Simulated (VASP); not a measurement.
# Si (I4_1/amd) in VASP: notebook, part 2 of 2

VASP 6.6.1.

### Step 3. Single point, PBE

This run uses another cell than the first one, of the same volume but with other edges.

INCAR

```
PREC = Accurate
ENCUT = 520
EDIFF = 1E-6
ISMEAR = 0
SIGMA = 0.05
LREAL = False
LASPH = True
NELM = 60
ALGO = Normal
ISIF = 2
LWAVE = False
LCHARG = False
GGA = PE
NBANDS = 11
```

KPOINTS

```
Automatic mesh
0
Gamma
  8 8 8
```

POSCAR

```
Si
1.0
    0.0000000000      2.8306020594      2.5434395316
    2.8306020594      0.0000000000      2.5434395316
    2.8306020594      2.8306020594      0.0000000000
Si
2
Direct
    0.5000000000      0.5000000000      0.5000000000
    0.7500000000      0.7500000000      0.7500000000
```

Potentials or basis: VASP PAW PBE potentials, release 64 (Si).

Launch:

```console
> cat potpaw_PBE.64/Si/POTCAR > POTCAR
> mpirun -np 1 vasp_std > vasp.out
```

OUTCAR:

```text
PREC = Accurate
   ENCUT = 520
   EDIFF = 1E-6
   ISMEAR = 0
   LREAL = False
   LASPH = True
   NELM = 60
   ISIF = 2
   GGA = PE

 ion  position               nearest neighbor table
   1  0.500  0.500  0.500-   2 2.37   2 2.37   2 2.37   2 2.37
   2  0.750  0.750  0.750-   1 2.37   1 2.37   1 2.37   1 2.37

  LATTYP: Found a body centered tetragonal cell.
 ALAT       =     4.0030758221
 C/A-ratio  =     1.2707426212

  Lattice vectors:

 A1 = (   0.0000000000,  -2.8306020594,  -2.5434395316)
 A2 = (   0.0000000000,   2.8306020594,  -2.5434395316)
 A3 = (   2.8306020594,   0.0000000000,   2.5434395316)

Analysis of symmetry for initial positions (statically):
=====================================================================
 Subroutine PRICEL returns:
 Original cell was already a primitive cell.

 Routine SETGRP: Setting up the symmetry group for a
 body centered tetragonal supercell.

 Subroutine GETGRP returns: Found 16 space group operations
 (whereof  8 operations were pure point group operations)
 out of a pool of 16 trial point group operations.

The static configuration has the point symmetry D_2d.
 The point group associated with its full space group is D_4h.

Analysis of symmetry for dynamics (positions and initial velocities):
=====================================================================
 Subroutine PRICEL returns:
 Original cell was already a primitive cell.

 Routine SETGRP: Setting up the symmetry group for a
 body centered tetragonal supercell.

 Subroutine GETGRP returns: Found 16 space group operations
 (whereof  8 operations were pure point group operations)
 out of a pool of 16 trial point group operations.

The dynamic configuration has the point symmetry D_2d.
 The point group associated with its full space group is D_4h.

 Subroutine INISYM returns: Found 16 space group operations
 (whereof  8 operations are pure point group operations),
 and found     1 'primitive' translations

----------------------------------------------------------------------------------------

                                     Primitive cell

  volume of cell :      40.7576

  direct lattice vectors                    reciprocal lattice vectors
     0.000000000  2.830602059  2.543439532    -0.176640866  0.176640866  0.196584190
     2.830602059  0.000000000  2.543439532     0.176640866 -0.176640866  0.196584190
     2.830602059  2.830602059  0.000000000     0.176640866  0.176640866 -0.196584190

  length of vectors
     3.805442506  3.805442506  4.003075822     0.317882581  0.317882581  0.317882581

  position of ions in fractional coordinates (direct lattice)
     0.500000000  0.500000000  0.500000000
     0.750000000  0.750000000  0.750000000

  ion indices of the primitive-cell ions
   primitive index   ion index
                 1           1
                 2           2

----------------------------------------------------------------------------------------

 KPOINTS: Automatic mesh

Automatic generation of k-mesh.
 Grid dimensions read from file:
 generate k-points for:    8    8    8

 Generating k-lattice:

  Cartesian coordinates                     Fractional coordinates (reciprocal lattice)
    -0.022080108  0.022080108  0.024573024     0.125000000  0.000000000  0.000000000
     0.022080108 -0.022080108  0.024573024     0.000000000  0.125000000  0.000000000
     0.022080108  0.022080108 -0.024573024     0.000000000  0.000000000  0.125000000

  Length of vectors
     0.039735323  0.039735323  0.039735323

  Shift w.r.t. Gamma in fractional coordinates (k-lattice)
     0.000000000  0.000000000  0.000000000

 Subroutine IBZKPT returns following result:
 ===========================================

 Found     59 irreducible k-points:

 Following reciprocal coordinates:
            Coordinates               Weight
  0.000000  0.000000  0.000000      1.000000
  0.125000  0.000000  0.000000      8.000000
  0.250000  0.000000  0.000000      8.000000
  0.375000  0.000000  0.000000      8.000000
  0.500000  0.000000  0.000000      4.000000
  0.125000  0.125000  0.000000      2.000000
[... 16 lines left out ...]
  0.250000  0.000000  0.125000     16.000000
  0.375000  0.000000  0.125000     16.000000
 [... further k-points ...]
   k-points           NKPTS =     59   k-points in BZ     NKDIM =     59   number of bands    NBANDS=     11
   number of dos      NEDOS =    301   number of ions     NIONS =      2
   total plane-waves  NPLWV =  23520
   dimension x,y,z NGX =    28 NGY =   28 NGZ =   30
   dimension x,y,z NGXF=    56 NGYF=   56 NGZF=   60
   ions per type =               2
   NGX,Y,Z   is equivalent  to a cutoff of  12.23, 12.23, 12.46 a.u.
   NGXF,Y,Z  is equivalent  to a cutoff of  24.46, 24.46, 24.92 a.u.
 SYSTEM =  unknown system
   PREC   = accura    normal or accurate (medium, high low for compatibility)
   ISTART =      0    job   : 0-new  1-cont  2-samecut
   ICHARG =      2    charge: 1-file 2-atom 10-const
   ISPIN  =      1    spin polarized calculation?
   LNONCOLLINEAR =      F non collinear calculations
   LSORBIT =      F    spin-orbit coupling
   LASPH  =      T    aspherical Exc in radial PAW
   ENCUT  =  520.0 eV  38.22 Ry    6.18 a.u.   7.08  7.08  7.44*2*pi/ulx,y,z
   NELM   =     60;   NELMIN=  2; NELMDL= -5     # of ELM steps
   EDIFF  = 0.1E-05   stopping-criterion for ELM
   LREAL  =      F    real-space projection
   EDIFFG = 0.1E-04   stopping-criterion for IOM
   NSW    =      0    number of steps for IOM
   IBRION =     -1    ionic relax: 0-MD 1-quasi-New 2-CG
   NFREE  =      0    steps in history (QN), initial steepest desc. (CG)
   ISIF   =      2    stress and relaxation
   ISYM   =      2    0-nonsym 1-usesym 2-fastsym
   POTIM  = 0.5000    time-step for ionic-motion
   TEBEG  =    0.0;   TEEND  =   0.0 temperature during run
   PSTRESS=    0.0 pullay stress
   NELECT =       8.0000    total number of electrons
   NUPDOWN=      -1.0000    fix difference up-down
   EMIN   =  10.00;   EMAX   =-10.00  energy-range for DOS
   EFERMI =   0.00;   METHOD = LEGACY
   ISMEAR =     0;   SIGMA  =   0.05  broadening in eV -4-tet -1-fermi 0-gaus
   EFERMI_NEDOS =   21; number of points for ismear=-14 and -15
   IALGO  =     38    algorithm
   IMIX   =      4    mixing-type and parameters
     AMIX     =   0.40;   BMIX     =  1.00
     AMIX_MAG =   1.60;   BMIX_MAG =  1.00
  volume/ion in A,a.u.               =      20.38       137.52
  Fermi-wavevector in a.u.,A,eV,Ry     =   0.951412  1.797907 12.315778  0.905184
  Thomas-Fermi vector in A             =   2.079879
   LORBIT       =      0    0 simple, 1 ext, 2 COOP (PROOUT), +10 PAW based schemes
   GGA     = PE    functional components
   LHFCALC =     F    Hartree Fock is set to
   AEXX    =    0.0000 exact exchange contribution
   IVDW    =     0    specifies the selected vdW correction
   LEPSILON=     F    determine dielectric tensor
   LRPA    =     F    only Hartree local field effects (RPA)
 non-spin polarized calculation
 Gauss-broadening in eV      SIGMA  =   0.05
  energy-cutoff  :      520.00
  volume of cell :       40.76
 maximum number of plane-waves:      1114
   NGX = 15   NGY = 15   NGZ = 15

 number of electron       8.0000000 magnetization

 Free energy of the ion-electron system (eV)
  ---------------------------------------------------
  ext. energy  EPLUGINS =         0.00000000
  ---------------------------------------------------
  free energy    TOTEN  =       -10.76504127 eV

  energy without entropy =      -10.76479928  energy(sigma->0) =      -10.76492028

 E-fermi :   5.7218     XC(G=0):  -9.3554

 val. band max:        5.6775051971   @ k =   0.1250   0.0000   0.0000
 cond. band min:       5.8770605889   @ k =   0.5000   0.5000   0.0000
 fundamental gap:      0.1995553918
 Fermi energy:         5.7218433963

 k-point     1 :       0.0000    0.0000    0.0000
  band No.  band energies     occupation
      1      -6.1742      2.00000
      2       5.4480      2.00000
      3       5.4480      2.00000
      4       6.1103      0.00000
      5       8.0022      0.00000
      6       8.4099      0.00000
      7       8.4099      0.00000
      8       8.7075      0.00000
      9      12.4609      0.00000
     10      13.5533      0.00000
     11      14.1059      0.00000
[... 309 lines left out ...]
 k-point    24 :       0.3750    0.0000    0.1250
  band No.  band energies     occupation
      1      -4.6776      2.00000
      2       0.4623      2.00000
      3       3.5710      2.00000
      4       4.4206      2.00000
      5       7.9711      0.00000
      6       8.8713      0.00000
      7      10.4459      0.00000
      8      11.4068      0.00000
      9      14.2802      0.00000
     10      15.0187      0.00000
     11      15.7950      0.00000

 [... further k-points ...]
[... 5 lines left out ...]
  --------------------------------------------------------------------------------------
  -------------------------------------------------------------------------------------
  Total       -0.7225954     -0.7225954      1.3545200      0.0000000      0.0000000      0.0000000
  in kB      -28.4051250    -28.4051250     53.2459965      0.0000000      0.0000000      0.0000000
  external PRESSURE =      -1.1880845 kB  Pullay stress =       0.0000000 kB

 VOLUME and BASIS-vectors are now :
 -----------------------------------------------------------------------------
  energy-cutoff  :      520.00
  volume of cell :       40.76
      direct lattice vectors                 reciprocal lattice vectors
     0.000000000  2.830602059  2.543439532    -0.176640866  0.176640866  0.196584190
     2.830602059  0.000000000  2.543439532     0.176640866 -0.176640866  0.196584190
     2.830602059  2.830602059  0.000000000     0.176640866  0.176640866 -0.196584190

 POSITION                                       TOTAL-FORCE (eV/Angst)
 -----------------------------------------------------------------------------------
      2.83060      2.83060      2.54344         0.000000      0.000000     -0.000000
      4.24590      4.24590      3.81516        -0.000000     -0.000000      0.000000
 -----------------------------------------------------------------------------------
    total drift:                                0.000000      0.000000     -0.000000

  FREE ENERGIE OF THE ION-ELECTRON SYSTEM (eV)
  ---------------------------------------------------
  free  energy   TOTEN  =       -10.7650412720 eV

  energy  without entropy=      -10.7647992797  energy(sigma->0) =      -10.76492028
```

It took 12 s on 1 thread of AMD EPYC 9R45 (Zen 5), shared host; peak memory 0.13 GiB.

Results:

| Item | Value |
| --- | --- |
| Free energy | -10.7650 eV |
| Pressure | -0.1 GPa |
| Band gap on the k mesh | zero (bands 4 and 5 overlap by 0.44 eV) |

Levels at points of the mesh, in eV from the Fermi level:
```
           k point  band 1  band 2  band 3  band 4  band 5  band 6  band 7  band 8  band 9
(0.00, 0.00, 0.00)  -11.90   -0.27   -0.27    0.39    2.28    2.69    2.69    2.99    6.74
(0.50, 0.00, 0.00)   -9.59   -6.94   -1.69   -0.79    1.12    2.90    4.03    7.78    9.67
(0.50, 0.50, 0.00)   -7.41   -7.41   -3.36   -3.36    0.16    0.16    9.76    9.76   11.05
(0.50, 0.00, 0.50)   -8.01   -8.01   -2.56   -2.56    0.99    0.99    9.00    9.00   11.17
```

Caveat: the cell differs from its parent crystal (strain +e along x and -e along y +0.0000, strain +e along z and -e/2 along x and y -0.0700); the stress differs along the axes, from -3 to 5 GPa; semilocal functionals underestimate gaps, and a narrow one can read as zero.

### Step 4. Single point, PBE

INCAR

```
SYSTEM = Si
  ALGO = Normal
  EDIFF = 1E-6
  ENCUT = 520
  GGA = PE
  ISIF = 2
  ISMEAR = 0
  LASPH = .True.
  LCHARG = .True.
  LELF = .True.
  LREAL = .False.
  LVHAR = .True.
  LWAVE = .False.
  NBANDS = 11
  NELM = 100
  PREC = Accurate
  SIGMA = 0.05
```

KPOINTS

```
k-points
0
Gamma
  8 8 8
  0 0 0
```

POSCAR

```
Si
1.0
    0.0000000000      2.7827416381      2.6391603742
    2.7827416381      0.0000000000      2.6391603742
    2.7827416381      2.7827416381      0.0000000000
Si
2
Direct
    0.5000000000      0.5000000000      0.5000000000
    0.7500000000      0.7500000000      0.7500000000
```

Launch:

```console
> cat potpaw_PBE.64/Si/POTCAR > POTCAR
> mpirun -np 1 vasp_std > vasp.out
```

It took 14 s on 1 thread of AMD EPYC 9R45 (Zen 5), shared host; peak memory 0.14 GiB.

It converged, with:

```
Free energy            : -10.8244 eV
Pressure               : -0.1 GPa
Band gap on the k mesh : 0.10 eV (least direct gap 2.20 eV)
```

Stress tensor (GPa, compression positive):
```
-1.60  0.00  0.00
 0.00 -1.60  0.00
 0.00  0.00  3.05
```

Levels at points of the mesh, in eV from the valence-band top:
| k point | band 2 | band 3 | band 4 | band 5 | band 6 | band 7 |
| --- | --- | --- | --- | --- | --- | --- |
| (0.00, 0.00, 0.00) | -0.35 | -0.35 | 0.00 | 2.20 | 2.40 | 2.40 |
| (0.50, 0.00, 0.00) | -7.10 | -1.65 | -1.18 | 1.15 | 2.92 | 3.41 |
| (0.50, 0.50, 0.00) | -7.78 | -3.28 | -3.28 | 0.25 | 0.25 | 9.65 |
| (0.50, 0.00, 0.50) | -8.08 | -2.89 | -2.89 | 0.66 | 0.66 | 9.39 |

Caveat: the cell differs from its parent crystal (strain +e along x and -e along y +0.0000, strain +e along z and -e/2 along x and y -0.0350); semilocal functionals underestimate gaps, and a narrow one can read as zero. A k mesh can miss the band edges.

### Step 5. Single point, PBE

This run uses another cell than the first one, of the same volume but with other edges.

INCAR

```
SYSTEM = Si
PREC     = Accurate       ! precision mode
ENCUT    = 520            ! plane-wave cutoff, eV
EDIFF    = 1E-6           ! SCF threshold, eV
ISMEAR   = 0              ! smearing method
SIGMA    = 0.05           ! smearing width, eV
LREAL    = .FALSE.        ! projectors in reciprocal space
LASPH    = .TRUE.         ! aspherical terms in the spheres
NELM     = 80             ! most SCF steps
ALGO     = Normal         ! electronic algorithm
ISIF     = 2              ! what is computed and relaxed
LWAVE    = .FALSE.        ! write WAVECAR
LCHARG   = .FALSE.        ! write CHGCAR
GGA      = PE             ! functional
NBANDS   = 11             ! bands
```

KPOINTS

```
Automatic mesh
0
G
  8 8 8
  0 0 0
```

POSCAR

```
Si
1.0
    0.0000000000      2.8066718487      2.5912999529
    2.8066718487      0.0000000000      2.5912999529
    2.8066718487      2.8066718487      0.0000000000
Si
2
Direct
    0.5000000000      0.5000000000      0.5000000000
    0.7500000000      0.7500000000      0.7500000000
```

Launch:

```console
> cat potpaw_PBE.64/Si/POTCAR > POTCAR
> mpirun -np 1 vasp_std > vasp.out
```

It took 13 s on 1 thread of AMD EPYC 9R45 (Zen 5), shared host; peak memory 0.13 GiB.

The run converged. Its results:

| Quantity | Value |
| --- | --- |
| Free energy | -10.7991 eV |
| Pressure | -0.1 GPa |
| Band gap on the k mesh | zero (bands 4 and 5 overlap by 0.17 eV) |

Stress tensor (GPa, compression positive):
```
-2.25  0.00  0.00
 0.00 -2.25  0.00
 0.00  0.00  4.24
```

Levels at points of the mesh, in eV from the Fermi level:
```tsv
k point	band 1	band 2	band 3	band 4	band 5	band 6	band 7	band 8	band 9
(0.00, 0.00, 0.00)	-12.00	-0.34	-0.34	0.17	2.21	2.51	2.51	2.90	6.85
(0.50, 0.00, 0.00)	-9.71	-7.05	-1.70	-1.01	1.11	2.89	3.68	7.60	9.77
(0.50, 0.50, 0.00)	-7.62	-7.62	-3.35	-3.35	0.17	0.17	9.67	9.67	10.89
(0.50, 0.00, 0.50)	-8.07	-8.07	-2.75	-2.75	0.80	0.80	9.17	9.17	11.21
```

Caveat: the cell differs from its parent crystal (strain +e along x and -e along y +0.0000, strain +e along z and -e/2 along x and y -0.0525); the stress differs along the axes, from -2 to 4 GPa; semilocal functionals underestimate gaps, and a narrow one can read as zero.

### Step 6. The runs side by side

| cell | gap on the mesh (eV) | pressure (GPa) |
| --- | --- | --- |
| a = 3.941, b = 3.941, c = 3.732 Å, angles 61.7, 61.7, 56.5°, 2 atoms | 0.08 | 0.0 |
| a = 3.805, b = 3.805, c = 4.003 Å, angles 58.3, 58.3, 63.5°, 2 atoms | none | -0.1 |
| a = 3.835, b = 3.835, c = 3.935 Å, angles 59.1, 59.1, 61.7°, 2 atoms | 0.10 | -0.1 |
| a = 3.820, b = 3.820, c = 3.969 Å, angles 58.7, 58.7, 62.6°, 2 atoms | none | -0.1 |

Alike in all rows: task single point; level PBE; potentials or basis VASP PAW PBE potentials, release 64 (Si); no spin polarisation; k mesh 8 × 8 × 8; cutoff (eV) 520; smearing gaussian 0.05 eV.

Caveats: semilocal functionals underestimate gaps, and a narrow one can read as zero; the stress differs along the axes, from -8 to 4 GPa (at least some runs); the stress differs along the axes, from -3 to 5 GPa (at least some runs); the stress differs along the axes, from -2 to 4 GPa (at least some runs).

Total energies depend on the potentials used, so only differences within one code and one set of settings carry meaning.

The gap in the log of VASP goes by the Fermi energy; the results here count the filled bands.